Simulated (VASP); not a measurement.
Pd:

```
CELL_PARAMETERS angstrom
-1.54018 1.54018 1.54018
1.54018 -1.54018 1.54018
1.54018 1.54018 -1.54018
ATOMIC_POSITIONS crystal
Pd 0.00000 0.00000 0.00000
```

This cell differs from its parent crystal: volume scaled by 0.94.

Base run:

| Quantity | Value |
| --- | --- |
| Program | VASP 6.6.1 |
| Functional | PBE |
| Potentials or basis | VASP PAW PBE potentials, release 64 (Pd) |
| Cutoff | 520 eV |
| k mesh | 12 × 12 × 12 |
| Occupations | fermi-dirac, width 0.05 eV |
| Spin | no spin polarisation |

Its results: band gap on the k mesh zero (band 5 reaches 10.56 eV, above the bottom of band 6 at 8.84 eV); pressure 10.1 GPa.

The run is repeated on the same cell with these changes: functional from PBE to r2SCAN. What comes out?

Band gap on the k mesh zero (band 5 reaches 10.42 eV, above the bottom of band 6 at 8.59 eV); pressure 6.2 GPa.

Caveats: the PAW data sets were made with another functional, which shifts forces and pressure a little (some runs).
